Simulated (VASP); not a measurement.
# Nb (P6/mmm) in VASP: notebook

Nb is run at these levels: PBE; tasks: single point, relaxation of cell and atoms.

Program: VASP 6.6.1. These are calculated values, not measurements. Logs are shortened: lines on timing, memory, paths and dates and some standing lists are left out, and cuts for length are marked.

### 1 The cell of the first run

The structure is hexagonal, space group P6/mmm (No. 191). The conventional cell has a = 2.410 Å, b = 2.410 Å, c = 2.288 Å, α = 90.00°, β = 90.00°, γ = 120.00°. Nb (site symmetry 6/mmm) has 8 Nb at 2.29 to 2.41 Å within 3.0 Å.

### 2 Single point, PBE

The input, INCAR:

```
  PREC = Accurate
  ENCUT = 520
  EDIFF = 1E-7
  ISMEAR = -1
  SIGMA = 0.1
  LREAL = F
  LASPH = T
  NELM = 60
  ALGO = Normal
  ISIF = 2
  LWAVE = F
  LCHARG = F
  GGA = PE
  NBANDS = 12
```

The input, KPOINTS:

```
Automatic mesh
0
Gamma
  18 18 17
```

The input, POSCAR:

```
Nb
1.0
    2.4096772020      0.0000000000      0.0000000000
   -1.2048386010      2.0868416719      0.0000000000
    0.0000000000      0.0000000000      2.2883925955
Nb
1
Direct
    0.0000000000      0.0000000000      0.0000000000
```

Potentials or basis: VASP PAW PBE potentials, release 64 (Nb_sv).

Started as:

```console
> cat potpaw_PBE.64/Nb_sv/POTCAR > POTCAR
> mpirun -np 1 vasp_std > vasp.out
```

OUTCAR:

```text
PREC = Accurate
   ENCUT = 520
   EDIFF = 1E-7
   ISMEAR = -1
   LREAL = F
   LASPH = T
   NELM = 60
   ISIF = 2
   GGA = PE

 ion  position               nearest neighbor table
   1  0.000  0.000  0.000-

  LATTYP: Found a hexagonal cell.
 ALAT       =     2.4096772020
 C/A-ratio  =     0.9496676956

  Lattice vectors:

 A1 = (   2.4096772020,   0.0000000000,   0.0000000000)
 A2 = (  -1.2048386010,   2.0868416719,   0.0000000000)
 A3 = (   0.0000000000,   0.0000000000,   2.2883925955)

Analysis of symmetry for initial positions (statically):
=====================================================================
 Subroutine PRICEL returns:
 Original cell was already a primitive cell.

 Routine SETGRP: Setting up the symmetry group for a
 hexagonal supercell.

 Subroutine GETGRP returns: Found 24 space group operations
 (whereof 24 operations were pure point group operations)
 out of a pool of 24 trial point group operations.

The static configuration has the point symmetry D_6h.

Analysis of symmetry for dynamics (positions and initial velocities):
=====================================================================
 Subroutine PRICEL returns:
 Original cell was already a primitive cell.

 Routine SETGRP: Setting up the symmetry group for a
 hexagonal supercell.

 Subroutine GETGRP returns: Found 24 space group operations
 (whereof 24 operations were pure point group operations)
 out of a pool of 24 trial point group operations.

The dynamic configuration has the point symmetry D_6h.

 Subroutine INISYM returns: Found 24 space group operations
 (whereof 24 operations are pure point group operations),
 and found     1 'primitive' translations

----------------------------------------------------------------------------------------

                                     Primitive cell

  volume of cell :      11.5074

  direct lattice vectors                    reciprocal lattice vectors
     2.409677202  0.000000000  0.000000000     0.414993344  0.239596519  0.000000000
    -1.204838601  2.086841672  0.000000000     0.000000000  0.479193038  0.000000000
     0.000000000  0.000000000  2.288392595     0.000000000  0.000000000  0.436987955

  length of vectors
     2.409677202  2.409677202  2.288392595     0.479193038  0.479193038  0.436987955

  position of ions in fractional coordinates (direct lattice)
     0.000000000  0.000000000  0.000000000

  ion indices of the primitive-cell ions
   primitive index   ion index
                 1           1

----------------------------------------------------------------------------------------

 KPOINTS: Automatic mesh

Automatic generation of k-mesh.
 Grid dimensions read from file:
 generate k-points for:   18   18   17

 Generating k-lattice:

  Cartesian coordinates                     Fractional coordinates (reciprocal lattice)
     0.023055186  0.013310918  0.000000000     0.055555556  0.000000000  0.000000000
     0.000000000  0.026621835  0.000000000     0.000000000  0.055555556  0.000000000
     0.000000000  0.000000000  0.025705174     0.000000000  0.000000000  0.058823529

  Length of vectors
     0.026621835  0.026621835  0.025705174

  Shift w.r.t. Gamma in fractional coordinates (k-lattice)
     0.000000000  0.000000000  0.000000000

 Subroutine IBZKPT returns following result:
 ===========================================

 Found    333 irreducible k-points:

 Following reciprocal coordinates:
            Coordinates               Weight
  0.000000  0.000000  0.000000      1.000000
  0.055556  0.000000  0.000000      6.000000
  0.111111  0.000000  0.000000      6.000000
  0.166667  0.000000  0.000000      6.000000
  0.222222  0.000000  0.000000      6.000000
  0.277778  0.000000  0.000000      6.000000
[... 16 lines left out ...]
  0.333333  0.111111  0.000000     12.000000
  0.388889  0.111111  0.000000     12.000000
 [... further k-points ...]
   k-points           NKPTS =    333   k-points in BZ     NKDIM =    333   number of bands    NBANDS=     12
   number of dos      NEDOS =    301   number of ions     NIONS =      1
   total plane-waves  NPLWV =   5832
   dimension x,y,z NGX =    18 NGY =   18 NGZ =   18
   dimension x,y,z NGXF=    36 NGYF=   36 NGZF=   36
   ions per type =               1
   NGX,Y,Z   is equivalent  to a cutoff of  12.42, 12.42, 13.08 a.u.
   NGXF,Y,Z  is equivalent  to a cutoff of  24.84, 24.84, 26.15 a.u.
 SYSTEM =  unknown system
   PREC   = accura    normal or accurate (medium, high low for compatibility)
   ISTART =      0    job   : 0-new  1-cont  2-samecut
   ICHARG =      2    charge: 1-file 2-atom 10-const
   ISPIN  =      1    spin polarized calculation?
   LNONCOLLINEAR =      F non collinear calculations
   LSORBIT =      F    spin-orbit coupling
   LASPH  =      T    aspherical Exc in radial PAW
   ENCUT  =  520.0 eV  38.22 Ry    6.18 a.u.   4.48  4.48  4.25*2*pi/ulx,y,z
   NELM   =     60;   NELMIN=  2; NELMDL= -5     # of ELM steps
   EDIFF  = 0.1E-06   stopping-criterion for ELM
   LREAL  =      F    real-space projection
   EDIFFG = 0.1E-05   stopping-criterion for IOM
   NSW    =      0    number of steps for IOM
   IBRION =     -1    ionic relax: 0-MD 1-quasi-New 2-CG
   NFREE  =      0    steps in history (QN), initial steepest desc. (CG)
   ISIF   =      2    stress and relaxation
   ISYM   =      2    0-nonsym 1-usesym 2-fastsym
   POTIM  = 0.5000    time-step for ionic-motion
   TEBEG  =    0.0;   TEEND  =   0.0 temperature during run
   PSTRESS=    0.0 pullay stress
   NELECT =      13.0000    total number of electrons
   NUPDOWN=      -1.0000    fix difference up-down
   EMIN   =  10.00;   EMAX   =-10.00  energy-range for DOS
   EFERMI =   0.00;   METHOD = LEGACY
   ISMEAR =    -1;   SIGMA  =   0.10  broadening in eV -4-tet -1-fermi 0-gaus
   EFERMI_NEDOS =   21; number of points for ismear=-14 and -15
   IALGO  =     38    algorithm
   IMIX   =      4    mixing-type and parameters
     AMIX     =   0.40;   BMIX     =  1.00
     AMIX_MAG =   1.60;   BMIX_MAG =  1.00
  volume/ion in A,a.u.               =      11.51        77.66
  Fermi-wavevector in a.u.,A,eV,Ry     =   1.705021  3.222022 39.553435  2.907095
  Thomas-Fermi vector in A             =   2.784317
   LORBIT       =      0    0 simple, 1 ext, 2 COOP (PROOUT), +10 PAW based schemes
   GGA     = PE    functional components
   LHFCALC =     F    Hartree Fock is set to
   AEXX    =    0.0000 exact exchange contribution
   IVDW    =     0    specifies the selected vdW correction
   LEPSILON=     F    determine dielectric tensor
   LRPA    =     F    only Hartree local field effects (RPA)
 non-spin polarized calculation
  energy-cutoff  :      520.00
  volume of cell :       11.51
 maximum number of plane-waves:       332
 NGX is ok and might be reduce to    18

 number of electron      13.0000000 magnetization

 Free energy of the ion-electron system (eV)
  ---------------------------------------------------
  ext. energy  EPLUGINS =         0.00000000
  ---------------------------------------------------
  free energy    TOTEN  =        -6.35777712 eV

  energy without entropy =       -6.33162992  energy(sigma->0) =       -6.34470352

 E-fermi :  19.3343     XC(G=0): -14.9531

 val. band max:       19.3286074738   @ k =   0.0556   0.0000   0.2941
 cond. band min:      19.3439019349   @ k =   0.2778   0.2222   0.1765
 fundamental gap:      0.0152944612
 Fermi energy:        19.3342894615

 k-point     1 :       0.0000    0.0000    0.0000
  band No.  band energies     occupation
      1     -36.5598      2.00000
      2      -9.5151      2.00000
      3      -9.3433      2.00000
      4      -9.3433      2.00000
      5      13.0585      2.00000
      6      13.3085      2.00000
      7      18.6694      1.99741
      8      18.6694      1.99741
      9      28.3913      0.00000
     10      28.3913      0.00000
     11      31.5771      0.00000
     12      38.7105      0.00000

 k-point     2 :       0.0556    0.0000    0.0000
  band No.  band energies     occupation
      1     -36.5248      2.00000
      2      -9.5377      2.00000
      3      -9.4943      2.00000
      4      -9.3845      2.00000
      5      13.2301      2.00000
      6      13.4664      2.00000
      7      18.4038      1.99982
      8      18.8739      1.98018
      9      28.0148      0.00000
     10      28.3374      0.00000
     11      32.1473      0.00000
     12      39.1993      0.00000

 k-point     3 :       0.1111    0.0000    0.0000
  band No.  band energies     occupation
      1     -36.4225      2.00000
      2     -10.0796      2.00000
      3      -9.5013      2.00000
      4      -9.4337      2.00000
      5      13.4988      2.00000
      6      14.0750      2.00000
      7      17.8165      2.00000
      8      19.4782      0.38325
      9      27.0736      0.00000
     10      28.1854      0.00000
     11      33.6974      0.00000
     12      40.4480      0.00000
[... 286 lines left out ...]
 k-point    23 :       0.3333    0.1111    0.0000
  band No.  band energies     occupation
      1     -35.3755      2.00000
      2     -14.0422      2.00000
      3     -10.8993      2.00000
      4      -8.8466      2.00000
      5      13.7030      2.00000
      6      16.0620      2.00000
      7      21.2889      0.00000
      8      22.1194      0.00000
      9      26.3184      0.00000
     10      27.6591      0.00000
     11      35.4537      0.00000
     12      37.1310      0.00000

 k-point    24 :       0.3889    0.1111    0.0000
  band No.  band energies     occupation
      1     -35.2562      2.00000
      2     -14.4085      2.00000
      3     -11.0310      2.00000
      4      -8.7837      2.00000
      5      13.4098      2.00000
      6      16.4274      2.00000
      7      21.7475      0.00000
      8      22.2477      0.00000
      9      26.1472      0.00000
     10      28.6740      0.00000
     11      35.6181      0.00000
     12      36.3619      0.00000

 [... further k-points ...]
[... 5 lines left out ...]
  --------------------------------------------------------------------------------------
  -------------------------------------------------------------------------------------
  Total       14.3894310     14.3894310     14.3919471      0.0000000     -0.0000000      0.0000000
  in kB     2003.4351962   2003.4351963   2003.7855219      0.0000000     -0.0000000      0.0000000
  external PRESSURE =    2003.5519715 kB  Pullay stress =       0.0000000 kB

 VOLUME and BASIS-vectors are now :
 -----------------------------------------------------------------------------
  energy-cutoff  :      520.00
  volume of cell :       11.51
      direct lattice vectors                 reciprocal lattice vectors
     2.409677202  0.000000000  0.000000000     0.414993344  0.239596519  0.000000000
    -1.204838601  2.086841672  0.000000000     0.000000000  0.479193038  0.000000000
     0.000000000  0.000000000  2.288392595     0.000000000  0.000000000  0.436987955

 POSITION                                       TOTAL-FORCE (eV/Angst)
 -----------------------------------------------------------------------------------
      0.00000      0.00000      0.00000         0.000000      0.000000      0.000000
 -----------------------------------------------------------------------------------
    total drift:                               -0.000000      0.000000      0.000000

  FREE ENERGIE OF THE ION-ELECTRON SYSTEM (eV)
  ---------------------------------------------------
  free  energy   TOTEN  =        -6.3577771219 eV

  energy  without entropy=       -6.3316299196  energy(sigma->0) =       -6.34470352
```

Wall time 27 s (1 thread of Intel Xeon 6975P-C, shared host); peak memory 0.16 GiB.

What came out:

```
Free energy : -6.3578 eV
Pressure    : 200.4 GPa
```

### 3 Single point, PBE

INCAR: that of step 2 with these lines changed.

```diff
@@ -7,3 +7,3 @@
   LASPH = T
-  NELM = 60
+  NELM = 100
   ALGO = Normal
```

KPOINTS is that of step 2.

The input, POSCAR:

```
Nb
1.0
    2.4098433676      0.0000000000      0.0000000000
   -1.2049216838      2.0869855755      0.0000000000
    0.0000000000      0.0000000000      2.2886279502
Nb
1
Direct
    0.0000000000      0.0000000000      0.0000000000
```

Potentials or basis: VASP PAW PBE potentials, release 64 (Nb_sv).

Started as:

```console
> cat potpaw_PBE.64/Nb_sv/POTCAR > POTCAR
> mpirun -np 1 vasp_std > vasp.out
```

Wall time 30 s (1 thread of Intel Xeon 6975P-C, shared host); peak memory 0.16 GiB.

It converged, with:

```yaml
Free_energy: -6.3612 eV
Pressure: 200.2 GPa
```

Levels at points of the mesh, in eV from the Fermi level:
```tsv
k point	band 3	band 4	band 5	band 6	band 7	band 8	band 9	band 10
(0.00, 0.00, 0.00)	-28.68	-28.68	-6.28	-6.02	-0.66	-0.66	9.05	9.05
(0.50, 0.00, 0.00)	-29.91	-28.12	-7.06	-2.86	2.08	4.06	7.50	9.75
```

### 4 Single point, PBE

This run uses another cell than the first one: it holds 3 atoms, not 1.

The input, INCAR:

```
ALGO = Normal
EDIFF = 1E-7
ENCUT = 520
GGA = PE
ISIF = 2
ISMEAR = -1
LASPH = T
LCHARG = F
LREAL = F
LWAVE = F
NBANDS = 26
NELM = 60
PREC = Accurate
SIGMA = 0.1
```

The input, KPOINTS:

```
k-points
0
Gamma
  9 9 13
```

The input, POSCAR:

```
Nb
1.0
    4.1133602764      0.0000000000      0.0000000000
   -2.0566801382      3.5622744943      0.0000000000
    0.0000000000      0.0000000000      2.3200792014
Nb
3
Direct
    0.0000000000      0.0000000000      0.0000000000
    0.3333333333      0.6666666667      0.5000000000
    0.6666666667      0.3333333333      0.5000000000
```

Started as:

```console
> cat potpaw_PBE.64/Nb_sv/POTCAR > POTCAR
> mpirun -np 1 vasp_std > vasp.out
```

Run time: 59 s. Hardware: 1 thread of Intel Xeon 6975P-C, shared host; peak memory 0.19 GiB.

The run converged. Its results:

```yaml
Free_energy: -21.0406 eV
Pressure: 200.0 GPa
```

Stress tensor (GPa, compression positive):
```
199.83   0.00   0.00
  0.00 199.83   0.00
  0.00   0.00 200.25
```

Levels at points of the mesh, in eV from the Fermi level:
```csv
k point,band 16,band 17,band 18,band 19,band 20,band 21,band 22,band 23
"(0.00, 0.00, 0.00)",-2.00,-1.26,-1.26,-1.18,-1.18,0.09,0.09,3.43
```

(Part 1 of 2 ends here.)
